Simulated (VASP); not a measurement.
# KCl (Pm-3m) in VASP: settings compared

Aim: see how the results for KCl move with the level of theory and the settings. Levels: r2SCAN, PBE, LDA. Tasks: single point.

Everything below comes from runs of VASP 6.6.1. Logs are shortened: lines on timing, memory, paths and dates and some standing lists are left out, and cuts for length are marked.

## (1) The cell of the first run

Symmetry: Pm-3m, No. 221, cubic system. Conventional cell: a = 3.771 Å, b = 3.771 Å, c = 3.771 Å, α = 90.00°, β = 90.00°, γ = 90.00°. Within 4.3 Å of K (site symmetry m-3m) lie 8 Cl at 3.27 Å and 6 K at 3.77 Å. Cl (site symmetry m-3m) has 8 K at 3.27 Å and 6 Cl at 3.77 Å within 4.3 Å.

## (2) Single point, r2SCAN

File POSCAR:

```
KCl
1.0
    3.7711686990      0.0000000000      0.0000000000
    0.0000000000      3.7711686990      0.0000000000
    0.0000000000      0.0000000000      3.7711686990
K Cl
1 1
Direct
    0.0000000000      0.0000000000      0.0000000000
    0.5000000000      0.5000000000      0.5000000000
```

File INCAR.step1:

```
ALGO = Normal ; EDIFF = 1E-4
ENCUT = 520 ; GGA = PE
ISMEAR = -1 ; LASPH = True
LCHARG = False ; LREAL = False
LWAVE = True ; NBANDS = 15
NELM = 100 ; PREC = Accurate
SIGMA = 0.02
```

File INCAR.step2:

```
ALGO = Normal ; EDIFF = 1E-7
ENCUT = 520 ; ISIF = 2
ISMEAR = -1 ; ISTART = 1
LASPH = True ; LCHARG = False
LMIXTAU = True ; LREAL = False
LWAVE = False ; METAGGA = R2SCAN
NBANDS = 15 ; NELM = 100
PREC = Accurate ; SIGMA = 0.02
```

File KPOINTS:

```
k-points
0
Gamma
  6 6 6
```

Potentials or basis: VASP PAW PBE potentials, release 64 (K_sv, Cl).

Started as:

```bash
$ cat potpaw_PBE.64/K_sv/POTCAR potpaw_PBE.64/Cl/POTCAR > POTCAR
$ cp INCAR.step1 INCAR
$ mpirun -np 1 vasp_std > vasp.out
$ cp INCAR.step2 INCAR
$ mpirun -np 1 vasp_std > vasp.out
```

OUTCAR:

```text
EDIFF = 1E-7
   ENCUT = 520
   ISIF = 2
   ISMEAR = -1
   ISTART = 1
   LASPH = True
   LREAL = False
   METAGGA = R2SCAN
   NELM = 100
   PREC = Accurate

 ion  position               nearest neighbor table
   1  0.000  0.000  0.000-
   2  0.500  0.500  0.500-

  LATTYP: Found a simple cubic cell.
 ALAT       =     3.7711686990

  Lattice vectors:

 A1 = (   3.7711686990,   0.0000000000,   0.0000000000)
 A2 = (   0.0000000000,   3.7711686990,   0.0000000000)
 A3 = (   0.0000000000,   0.0000000000,   3.7711686990)

Analysis of symmetry for initial positions (statically):
=====================================================================
 Subroutine PRICEL returns:
 Original cell was already a primitive cell.

 Routine SETGRP: Setting up the symmetry group for a
 simple cubic supercell.

 Subroutine GETGRP returns: Found 48 space group operations
 (whereof 48 operations were pure point group operations)
 out of a pool of 48 trial point group operations.

The static configuration has the point symmetry O_h .

Analysis of symmetry for dynamics (positions and initial velocities):
=====================================================================
 Subroutine PRICEL returns:
 Original cell was already a primitive cell.

 Routine SETGRP: Setting up the symmetry group for a
 simple cubic supercell.

 Subroutine GETGRP returns: Found 48 space group operations
 (whereof 48 operations were pure point group operations)
 out of a pool of 48 trial point group operations.

The dynamic configuration has the point symmetry O_h .

 Subroutine INISYM returns: Found 48 space group operations
 (whereof 48 operations are pure point group operations),
 and found     1 'primitive' translations

----------------------------------------------------------------------------------------

                                     Primitive cell

  volume of cell :      53.6325

  direct lattice vectors                    reciprocal lattice vectors
     3.771168699  0.000000000  0.000000000     0.265169787  0.000000000  0.000000000
     0.000000000  3.771168699  0.000000000     0.000000000  0.265169787  0.000000000
     0.000000000  0.000000000  3.771168699     0.000000000  0.000000000  0.265169787

  length of vectors
     3.771168699  3.771168699  3.771168699     0.265169787  0.265169787  0.265169787

  position of ions in fractional coordinates (direct lattice)
     0.000000000  0.000000000  0.000000000
     0.500000000  0.500000000  0.500000000

  ion indices of the primitive-cell ions
   primitive index   ion index
                 1           1
                 2           2

----------------------------------------------------------------------------------------

 KPOINTS: k-points

Automatic generation of k-mesh.
 Grid dimensions read from file:
 generate k-points for:    6    6    6

 Generating k-lattice:

  Cartesian coordinates                     Fractional coordinates (reciprocal lattice)
     0.044194964  0.000000000  0.000000000     0.166666667  0.000000000  0.000000000
     0.000000000  0.044194964  0.000000000     0.000000000  0.166666667  0.000000000
     0.000000000  0.000000000  0.044194964     0.000000000  0.000000000  0.166666667

  Length of vectors
     0.044194964  0.044194964  0.044194964

  Shift w.r.t. Gamma in fractional coordinates (k-lattice)
     0.000000000  0.000000000  0.000000000

 Subroutine IBZKPT returns following result:
 ===========================================

 Found     20 irreducible k-points:

 Following reciprocal coordinates:
            Coordinates               Weight
  0.000000  0.000000  0.000000      1.000000
  0.166667  0.000000  0.000000      6.000000
  0.333333  0.000000  0.000000      6.000000
  0.500000  0.000000  0.000000      3.000000
  0.166667  0.166667  0.000000     12.000000
  0.333333  0.166667  0.000000     24.000000
[... 12 lines left out ...]
  0.500000  0.500000  0.333333      6.000000
  0.500000  0.500000  0.500000      1.000000
   k-points           NKPTS =     20   k-points in BZ     NKDIM =     20   number of bands    NBANDS=     15
   number of dos      NEDOS =    301   number of ions     NIONS =      2
   total plane-waves  NPLWV =  21952
   dimension x,y,z NGX =    28 NGY =   28 NGZ =   28
   dimension x,y,z NGXF=    56 NGYF=   56 NGZF=   56
   ions per type =               1   1
   NGX,Y,Z   is equivalent  to a cutoff of  12.34, 12.34, 12.34 a.u.
   NGXF,Y,Z  is equivalent  to a cutoff of  24.69, 24.69, 24.69 a.u.
 SYSTEM =  unknown system
   PREC   = accura    normal or accurate (medium, high low for compatibility)
   ISTART =      1    job   : 0-new  1-cont  2-samecut
   ICHARG =      0    charge: 1-file 2-atom 10-const
   ISPIN  =      1    spin polarized calculation?
   LNONCOLLINEAR =      F non collinear calculations
   LSORBIT =      F    spin-orbit coupling
   LASPH  =      T    aspherical Exc in radial PAW
   ENCUT  =  520.0 eV  38.22 Ry    6.18 a.u.   7.01  7.01  7.01*2*pi/ulx,y,z
   NELM   =    100;   NELMIN=  2; NELMDL=  0     # of ELM steps
   EDIFF  = 0.1E-06   stopping-criterion for ELM
   LREAL  =      F    real-space projection
   EDIFFG = 0.1E-05   stopping-criterion for IOM
   NSW    =      0    number of steps for IOM
   IBRION =     -1    ionic relax: 0-MD 1-quasi-New 2-CG
   NFREE  =      0    steps in history (QN), initial steepest desc. (CG)
   ISIF   =      2    stress and relaxation
   ISYM   =      2    0-nonsym 1-usesym 2-fastsym
   POTIM  = 0.5000    time-step for ionic-motion
   TEBEG  =    0.0;   TEEND  =   0.0 temperature during run
   PSTRESS=    0.0 pullay stress
   NELECT =      16.0000    total number of electrons
   NUPDOWN=      -1.0000    fix difference up-down
   EMIN   =  10.00;   EMAX   =-10.00  energy-range for DOS
   EFERMI =   0.00;   METHOD = LEGACY
   ISMEAR =    -1;   SIGMA  =   0.02  broadening in eV -4-tet -1-fermi 0-gaus
   EFERMI_NEDOS =   21; number of points for ismear=-14 and -15
   IALGO  =     38    algorithm
   IMIX   =      4    mixing-type and parameters
     AMIX     =   0.40;   BMIX     =  1.00
     AMIX_MAG =   1.60;   BMIX_MAG =  1.00
  volume/ion in A,a.u.               =      26.82       180.96
  Fermi-wavevector in a.u.,A,eV,Ry     =   1.093886  2.067145 16.280559  1.196587
  Thomas-Fermi vector in A             =   2.230180
   LORBIT       =      0    0 simple, 1 ext, 2 COOP (PROOUT), +10 PAW based schemes
   METAGGA = R2SCAN    functional components
   LHFCALC =     F    Hartree Fock is set to
   AEXX    =    0.0000 exact exchange contribution
   IVDW    =     0    specifies the selected vdW correction
   LEPSILON=     F    determine dielectric tensor
   LRPA    =     F    only Hartree local field effects (RPA)
 non-spin polarized calculation
  energy-cutoff  :      520.00
  volume of cell :       53.63
 maximum number of plane-waves:      1472
   NGX = 15   NGY = 15   NGZ = 15

 number of electron      16.0000004 magnetization

 Free energy of the ion-electron system (eV)
  ---------------------------------------------------
  ext. energy  EPLUGINS =         0.00000000
  ---------------------------------------------------
  free energy    TOTEN  =       -16.40760658 eV

  energy without entropy =      -16.40760658  energy(sigma->0) =      -16.40760658

 E-fermi :  -0.4943     XC(G=0):  -8.7338

 val. band max:       -0.9591472597   @ k =   0.5000   0.5000   0.0000
 cond. band min:       4.8481125358   @ k =   0.0000   0.0000   0.0000
 fundamental gap:      5.8072597955
 Fermi energy:        -0.4942942825

 k-point     1 :       0.0000    0.0000    0.0000
  band No.  band energies     occupation
      1     -30.0454      2.00000
      2     -14.1933      2.00000
      3     -12.6542      2.00000
      4     -12.6542      2.00000
      5     -12.6542      2.00000
      6      -1.1752      2.00000
      7      -1.1752      2.00000
      8      -1.1752      2.00000
      9       4.8481      0.00000
     10       6.1330      0.00000
     11       6.1330      0.00000
     12      10.6435      0.00000
     13      10.6435      0.00000
     14      10.6435      0.00000
     15      13.6544      0.00000

 k-point     2 :       0.1667    0.0000    0.0000
  band No.  band energies     occupation
      1     -30.0396      2.00000
      2     -14.2297      2.00000
      3     -12.6450      2.00000
      4     -12.6450      2.00000
      5     -12.6258      2.00000
      6      -1.6840      2.00000
      7      -1.1789      2.00000
      8      -1.1789      2.00000
      9       5.4814      0.00000
     10       6.3744      0.00000
     11       6.7468      0.00000
     12      10.5467      0.00000
     13      10.5467      0.00000
     14      10.7872      0.00000
     15      12.6191      0.00000

 k-point     3 :       0.3333    0.0000    0.0000
  band No.  band energies     occupation
      1     -30.0279      2.00000
      2     -14.3074      2.00000
      3     -12.6268      2.00000
      4     -12.6268      2.00000
      5     -12.5578      2.00000
      6      -2.5078      2.00000
      7      -1.1875      2.00000
      8      -1.1875      2.00000
      9       6.7997      0.00000
     10       7.0349      0.00000
     11       7.9648      0.00000
     12      10.4855      0.00000
     13      10.4855      0.00000
     14      10.8653      0.00000
     15      11.1235      0.00000
[... 271 lines left out ...]
 k-point    19 :       0.5000    0.5000    0.3333
  band No.  band energies     occupation
      1     -29.9855      2.00000
      2     -13.7624      2.00000
      3     -12.8629      2.00000
      4     -12.8629      2.00000
      5     -12.7840      2.00000
      6      -2.3729      2.00000
      7      -2.3729      2.00000
      8      -2.0991      2.00000
      9       7.7385      0.00000
     10       8.6504      0.00000
     11       8.6504      0.00000
     12       9.3193      0.00000
     13      10.4434      0.00000
     14      10.4434      0.00000
     15      12.3075      0.00000

 k-point    20 :       0.5000    0.5000    0.5000
  band No.  band energies     occupation
      1     -29.9804      2.00000
      2     -13.7198      2.00000
      3     -12.8466      2.00000
      4     -12.8466      2.00000
      5     -12.8466      2.00000
      6      -2.4128      2.00000
      7      -2.4128      2.00000
      8      -2.4128      2.00000
      9       8.7110      0.00000
     10       8.7110      0.00000
     11       8.7110      0.00000
     12      10.0027      0.00000
     13      10.0027      0.00000
     14      10.0027      0.00000
     15      12.3373      0.00000

------------------------ aborting loop because EDIFF is reached ----------------------------------------

  FORCE on cell =-STRESS in cart. coord.  units (eV):
  Direction    XX          YY          ZZ          XY          YZ          ZX
  --------------------------------------------------------------------------------------
  -------------------------------------------------------------------------------------
  Total       -0.0159883     -0.0159883     -0.0159883      0.0000000     -0.0000000     -0.0000000
  in kB       -0.4776224     -0.4776224     -0.4776224      0.0000000     -0.0000000     -0.0000000
  external PRESSURE =      -0.4776224 kB  Pullay stress =       0.0000000 kB

 VOLUME and BASIS-vectors are now :
 -----------------------------------------------------------------------------
  energy-cutoff  :      520.00
  volume of cell :       53.63
      direct lattice vectors                 reciprocal lattice vectors
     3.771168699  0.000000000  0.000000000     0.265169787  0.000000000  0.000000000
     0.000000000  3.771168699  0.000000000     0.000000000  0.265169787  0.000000000
     0.000000000  0.000000000  3.771168699     0.000000000  0.000000000  0.265169787

 POSITION                                       TOTAL-FORCE (eV/Angst)
 -----------------------------------------------------------------------------------
      0.00000      0.00000      0.00000         0.000000      0.000000      0.000000
      1.88558      1.88558      1.88558         0.000000      0.000000      0.000000
 -----------------------------------------------------------------------------------
    total drift:                               -0.000000      0.000000      0.000000

  FREE ENERGIE OF THE ION-ELECTRON SYSTEM (eV)
  ---------------------------------------------------
  free  energy   TOTEN  =       -16.4076065845 eV

  energy  without entropy=      -16.4076065845  energy(sigma->0) =      -16.40760658
```

Run time: 67 s. Hardware: 1 thread of Intel Xeon Platinum 8488C (Sapphire Rapids), shared host; peak memory 0.17 GiB.

Results:

| Item | Value |
| --- | --- |
| Free energy | -16.4076 eV |
| Pressure | 0.0 GPa |
| Band gap on the k mesh | 5.81 eV, indirect (least direct gap 6.02 eV) |

Caveat: the PAW data sets were made with another functional, which shifts forces and pressure a little. A k mesh can miss the band edges.

## (3) Single point, PBE

File INCAR:

```
  ALGO = Normal
  EDIFF = 1E-7
  ENCUT = 520
  GGA = PE
  ISIF = 2
  ISMEAR = -1
  LASPH = T
  LCHARG = T
  LELF = T
  LREAL = F
  LVHAR = T
  LWAVE = F
  NBANDS = 15
  NELM = 100
  PREC = Accurate
  SIGMA = 0.02
```

File KPOINTS:

```
k-points
0
Gamma
  8 8 8
```

POSCAR is that of step 2.

Potentials or basis: VASP PAW PBE potentials, release 64 (K_sv, Cl).

Started as:

```bash
$ cat potpaw_PBE.64/K_sv/POTCAR potpaw_PBE.64/Cl/POTCAR > POTCAR
$ mpirun -np 1 vasp_std > vasp.out
```

It took 26 s on 1 thread of Intel Xeon Platinum 8488C (Sapphire Rapids), shared host; peak memory 0.17 GiB.

It converged, with:

- Free energy: -6.6452 eV
- Pressure: 1.1 GPa
- Band gap on the k mesh: 5.03 eV, indirect (least direct gap 5.24 eV)

Levels at points of the mesh, in eV from the valence-band top:
| k point | band 5 | band 6 | band 7 | band 8 | band 9 | band 10 | band 11 | band 12 |
| --- | --- | --- | --- | --- | --- | --- | --- | --- |
| (0.00, 0.00, 0.00) | -11.35 | -0.21 | -0.21 | -0.21 | 5.03 | 6.52 | 6.52 | 10.79 |
| (0.50, 0.00, 0.00) | -11.19 | -1.90 | -0.23 | -0.23 | 7.94 | 7.97 | 8.54 | 10.16 |
| (0.50, 0.50, 0.00) | -11.28 | -1.27 | -1.27 | 0.00 | 6.22 | 7.35 | 8.99 | 8.99 |
| (0.50, 0.50, 0.50) | -11.54 | -1.44 | -1.44 | -1.44 | 8.98 | 8.98 | 8.98 | 10.12 |

A k mesh can miss the band edges. Expect the measured gap to be larger: semilocal functionals such as PBE lack the derivative discontinuity.

[end of part 1 of 2]
